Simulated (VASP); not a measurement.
# GaN (F-43m) in VASP: further runs

The runs below take GaN through single point, relaxation of cell and atoms, with PBEsol.

Program: VASP 6.6.1. These are calculated values, not measurements. Logs are shortened: lines on timing, memory, paths and dates and some standing lists are left out, and cuts for length are marked.

## 1. The cell of the first run

The structure is cubic, space group F-43m (No. 216). The conventional cell has a = 4.498 Å, b = 4.498 Å, c = 4.498 Å, α = 90.00°, β = 90.00°, γ = 90.00°. Ga (site symmetry -43m) has 4 N at 1.95 Å within 2.6 Å. N (site symmetry -43m) has 4 Ga at 1.95 Å within 2.6 Å.

## 2. Single point, PBEsol

File INCAR:

```
ALGO = Normal
EDIFF = 1E-6
ENCUT = 520
GGA = PS
ISIF = 2
ISMEAR = -1
LASPH = True
LCHARG = False
LREAL = False
LWAVE = False
NBANDS = 16
NELM = 100
PREC = Accurate
SIGMA = 0.1
```

File KPOINTS:

```
k-points
0
Gamma
  18 18 18
```

File POSCAR:

```
GaN
1.0
    0.0000000000      2.2491407153      2.2491407153
    2.2491407153      0.0000000000      2.2491407153
    2.2491407153      2.2491407153      0.0000000000
Ga N
1 1
Direct
    0.0000000000      0.0000000000      0.0000000000
    0.2500000000      0.2500000000      0.2500000000
```

Potentials or basis: VASP PAW PBE potentials, release 64 (Ga_d, N).

On the command line:

```console
$ cat potpaw_PBE.64/Ga_d/POTCAR potpaw_PBE.64/N/POTCAR > POTCAR
$ mpirun -np 1 vasp_std > vasp.out
```

OUTCAR:

```text
EDIFF = 1E-6
   ENCUT = 520
   GGA = PS
   ISIF = 2
   ISMEAR = -1
   LASPH = True
   LREAL = False
   NELM = 100
   PREC = Accurate

 ion  position               nearest neighbor table
   1  0.000  0.000  0.000-   2 1.95   2 1.95   2 1.95   2 1.95
   2  0.250  0.250  0.250-   1 1.95   1 1.95   1 1.95   1 1.95

  LATTYP: Found a face centered cubic cell.
 ALAT       =     4.4982814306

  Lattice vectors:

 A1 = (   0.0000000000,   2.2491407153,   2.2491407153)
 A2 = (   2.2491407153,   0.0000000000,   2.2491407153)
 A3 = (   2.2491407153,   2.2491407153,   0.0000000000)

Analysis of symmetry for initial positions (statically):
=====================================================================
 Subroutine PRICEL returns:
 Original cell was already a primitive cell.

 Routine SETGRP: Setting up the symmetry group for a
 face centered cubic supercell.

 Subroutine GETGRP returns: Found 24 space group operations
 (whereof 24 operations were pure point group operations)
 out of a pool of 48 trial point group operations.

The static configuration has the point symmetry T_d .

Analysis of symmetry for dynamics (positions and initial velocities):
=====================================================================
 Subroutine PRICEL returns:
 Original cell was already a primitive cell.

 Routine SETGRP: Setting up the symmetry group for a
 face centered cubic supercell.

 Subroutine GETGRP returns: Found 24 space group operations
 (whereof 24 operations were pure point group operations)
 out of a pool of 48 trial point group operations.

The dynamic configuration has the point symmetry T_d .

 Subroutine INISYM returns: Found 24 space group operations
 (whereof 24 operations are pure point group operations),
 and found     1 'primitive' translations

----------------------------------------------------------------------------------------

                                     Primitive cell

  volume of cell :      22.7552

  direct lattice vectors                    reciprocal lattice vectors
     0.000000000  2.249140715  2.249140715    -0.222307122  0.222307122  0.222307122
     2.249140715  0.000000000  2.249140715     0.222307122 -0.222307122  0.222307122
     2.249140715  2.249140715  0.000000000     0.222307122  0.222307122 -0.222307122

  length of vectors
     3.180765303  3.180765303  3.180765303     0.385047231  0.385047231  0.385047231

  position of ions in fractional coordinates (direct lattice)
[... 77 lines left out ...]
   ENCUT  =  520.0 eV  38.22 Ry    6.18 a.u.   5.91  5.91  5.91*2*pi/ulx,y,z
   NELM   =    100;   NELMIN=  2; NELMDL= -5     # of ELM steps
   EDIFF  = 0.1E-05   stopping-criterion for ELM
   LREAL  =      F    real-space projection
   EDIFFG = 0.1E-04   stopping-criterion for IOM
   NSW    =      0    number of steps for IOM
   IBRION =     -1    ionic relax: 0-MD 1-quasi-New 2-CG
   NFREE  =      0    steps in history (QN), initial steepest desc. (CG)
   ISIF   =      2    stress and relaxation
   ISYM   =      2    0-nonsym 1-usesym 2-fastsym
   POTIM  = 0.5000    time-step for ionic-motion
   TEBEG  =    0.0;   TEEND  =   0.0 temperature during run
   PSTRESS=    0.0 pullay stress
   NELECT =      18.0000    total number of electrons
   NUPDOWN=      -1.0000    fix difference up-down
   EMIN   =  10.00;   EMAX   =-10.00  energy-range for DOS
   EFERMI =   0.00;   METHOD = LEGACY
   ISMEAR =    -1;   SIGMA  =   0.10  broadening in eV -4-tet -1-fermi 0-gaus
   EFERMI_NEDOS =   21; number of points for ismear=-14 and -15
   IALGO  =     38    algorithm
   IMIX   =      4    mixing-type and parameters
     AMIX     =   0.40;   BMIX     =  1.00
     AMIX_MAG =   1.60;   BMIX_MAG =  1.00
  volume/ion in A,a.u.               =      11.38        76.78
  Fermi-wavevector in a.u.,A,eV,Ry     =   1.514046  2.861132 31.189111  2.292335
  Thomas-Fermi vector in A             =   2.623756
   LORBIT       =      0    0 simple, 1 ext, 2 COOP (PROOUT), +10 PAW based schemes
   GGA     = PS    functional components
   LHFCALC =     F    Hartree Fock is set to
   AEXX    =    0.0000 exact exchange contribution
   IVDW    =     0    specifies the selected vdW correction
   LEPSILON=     F    determine dielectric tensor
   LRPA    =     F    only Hartree local field effects (RPA)
 non-spin polarized calculation
  energy-cutoff  :      520.00
  volume of cell :       22.76
 maximum number of plane-waves:       624
   NGX = 11   NGY = 11   NGZ = 11

 number of electron      18.0000008 magnetization

 Free energy of the ion-electron system (eV)
  ---------------------------------------------------
  ext. energy  EPLUGINS =         0.00000000
  ---------------------------------------------------
  free energy    TOTEN  =       -13.12260144 eV

  energy without entropy =      -13.12260018  energy(sigma->0) =      -13.12260081

 E-fermi :   6.2687     XC(G=0): -11.9332

 val. band max:        5.2126364821   @ k =   0.0000   0.0000   0.0000
 cond. band min:       6.9328619217   @ k =   0.0000   0.0000   0.0000
 fundamental gap:      1.7202254397
 Fermi energy:         6.2687292542

 k-point     1 :       0.0000    0.0000    0.0000
  band No.  band energies     occupation
      1     -10.7694      2.00000
      2      -8.1954      2.00000
      3      -8.1954      2.00000
      4      -8.1954      2.00000
      5      -7.8644      2.00000
      6      -7.8644      2.00000
[... 433 lines left out ...]
      3      -8.1288      2.00000
      4      -7.8923      2.00000
      5      -7.8723      2.00000
      6      -7.8158      2.00000
[... 8 lines left out ...]
     15      21.2425      0.00000
     16      23.0626      0.00000

 [... further k-points ...]

------------------------ aborting loop because EDIFF is reached ----------------------------------------

  FORCE on cell =-STRESS in cart. coord.  units (eV):
  Direction    XX          YY          ZZ          XY          YZ          ZX
  --------------------------------------------------------------------------------------
  -------------------------------------------------------------------------------------
  Total       -0.0328568     -0.0328568     -0.0328568     -0.0000000      0.0000000     -0.0000000
  in kB       -2.3134255     -2.3134255     -2.3134255     -0.0000000      0.0000000     -0.0000000
  external PRESSURE =      -2.3134255 kB  Pullay stress =       0.0000000 kB

 VOLUME and BASIS-vectors are now :
 -----------------------------------------------------------------------------
  energy-cutoff  :      520.00
  volume of cell :       22.76
      direct lattice vectors                 reciprocal lattice vectors
     0.000000000  2.249140715  2.249140715    -0.222307122  0.222307122  0.222307122
     2.249140715  0.000000000  2.249140715     0.222307122 -0.222307122  0.222307122
     2.249140715  2.249140715  0.000000000     0.222307122  0.222307122 -0.222307122

 POSITION                                       TOTAL-FORCE (eV/Angst)
 -----------------------------------------------------------------------------------
      0.00000      0.00000      0.00000         0.000000     -0.000000      0.000000
      1.12457      1.12457      1.12457        -0.000000      0.000000     -0.000000
 -----------------------------------------------------------------------------------
    total drift:                                0.000001      0.000001      0.000001

  FREE ENERGIE OF THE ION-ELECTRON SYSTEM (eV)
  ---------------------------------------------------
  free  energy   TOTEN  =       -13.1226014408 eV

  energy  without entropy=      -13.1226001847  energy(sigma->0) =      -13.12260081
```

Run time: 35 s. Hardware: 1 thread of Intel Xeon Platinum 8488C (Sapphire Rapids), shared host; peak memory 0.19 GiB.

Results:

| Property | Result |
| --- | --- |
| Free energy | -13.1226 eV |
| Pressure | -0.2 GPa |
| Band gap on the k mesh | 1.72 eV, direct |

Levels at points of the mesh, in eV from the valence-band top:
| k point | band 6 | band 7 | band 8 | band 9 | band 10 | band 11 | band 12 | band 13 |
| --- | --- | --- | --- | --- | --- | --- | --- | --- |
| (0.00, 0.00, 0.00) | -13.08 | 0.00 | 0.00 | 0.00 | 1.72 | 10.24 | 10.24 | 10.24 |
| (0.50, 0.00, 0.00) | -11.83 | -7.15 | -0.99 | -0.99 | 4.60 | 8.66 | 10.29 | 10.29 |
| (0.50, 0.50, 0.00) | -11.40 | -6.20 | -2.75 | -2.75 | 3.23 | 6.60 | 11.62 | 13.94 |

Caveat: the PAW data sets were made with another functional, which shifts forces and pressure a little.

## 3. Relaxation of cell and atoms, PBEsol

This run uses another cell than the first one, of 11.44 Å³/atom, 1.006 times its volume.

File INCAR:

```
SYSTEM = GaN
PREC = Accurate ; ENCUT = 600
EDIFF = 1E-6 ; ISMEAR = -1
SIGMA = 0.1 ; LREAL = .False.
LASPH = .True. ; NELM = 60
ALGO = Normal ; ISIF = 3
LWAVE = .False. ; LCHARG = .False.
GGA = PS ; IBRION = 2
NSW = 100 ; EDIFFG = -0.002
```

File KPOINTS:

```
regular mesh
0
Gamma
  18 18 18
  0 0 0
```

File POSCAR:

```
GaN
1.0
    0.0000000000      2.2535006075      2.2535006075
    2.2535006075      0.0000000000      2.2535006075
    2.2535006075      2.2535006075      0.0000000000
Ga N
1 1
Direct
    0.0000000000      0.0000000000      0.0000000000
    0.2500000000      0.2500000000      0.2500000000
```

Potentials or basis: VASP PAW PBE potentials, release 64 (Ga_d, N).

On the command line:

```console
$ cat potpaw_PBE.64/Ga_d/POTCAR potpaw_PBE.64/N/POTCAR > POTCAR
$ mpirun -np 1 vasp_std > vasp.out
```

It took 4.4 min on 1 thread of Intel Xeon Platinum 8488C (Sapphire Rapids), shared host; peak memory 0.23 GiB.

Results (log left out):

| Quantity | Value |
| --- | --- |
| Free energy | -13.1246 eV |
| Relaxed volume | 11.35 Å³/atom |
| Relaxed cell | a = 3.178 Å, b = 3.178 Å, c = 3.178 Å, α = 60.00°, β = 60.00°, γ = 60.00° |
| Space group after relaxing (to 0.05 Å) | F-43m (No. 216) |
| Energy gained by relaxing | 0.4 meV/atom |
| Ionic steps | 13 |
| Pressure after relaxing | 0.0 GPa |
| Band gap on the k mesh | 1.73 eV, direct |

Step by step:
```
step  energy change (eV)  largest force (eV/Å)  pressure (GPa)  volume (Å³)
   1              0.0000                0.0000           -1.50        22.89
   2             -0.0001                0.0000            1.75        22.53
   3             -0.0008                0.0000           -0.15        22.70
   4             -0.0008                0.0000            0.18        22.69
   5             -0.0008                0.0000            0.09        22.69
   6             -0.0008                0.0000           -0.06        22.71
   7             -0.0008                0.0000            0.03        22.70
   8             -0.0008                0.0000           -0.10        22.71
   9             -0.0008                0.0000           -0.05        22.70
  10             -0.0008                0.0000            0.04        22.70
  11             -0.0008                0.0000           -0.10        22.71
  12             -0.0008                0.0000            0.08        22.71
  13             -0.0008                0.0000            0.02        22.71
```

Final structure:
```
Ga N
1.0
     0.00000    2.24753    2.24753
     2.24753    0.00000    2.24753
     2.24753    2.24753    0.00000
Ga N
1 1
Direct
  0.00000 0.00000 0.00000
  0.25000 0.25000 0.25000
```

Levels at points of the mesh, in eV from the valence-band top:
```
           k point  band 6  band 7  band 8  band 9  band 10  band 11  band 12  band 13
(0.00, 0.00, 0.00)  -13.08    0.00    0.00    0.00     1.73    10.25    10.25    10.25
(0.50, 0.00, 0.00)  -11.83   -7.17   -0.99   -0.99     4.62     8.67    10.31    10.31
(0.50, 0.50, 0.00)  -11.40   -6.21   -2.76   -2.76     3.23     6.61    11.63    13.96
```

Caveat: the PAW data sets were made with another functional, which shifts forces and pressure a little.
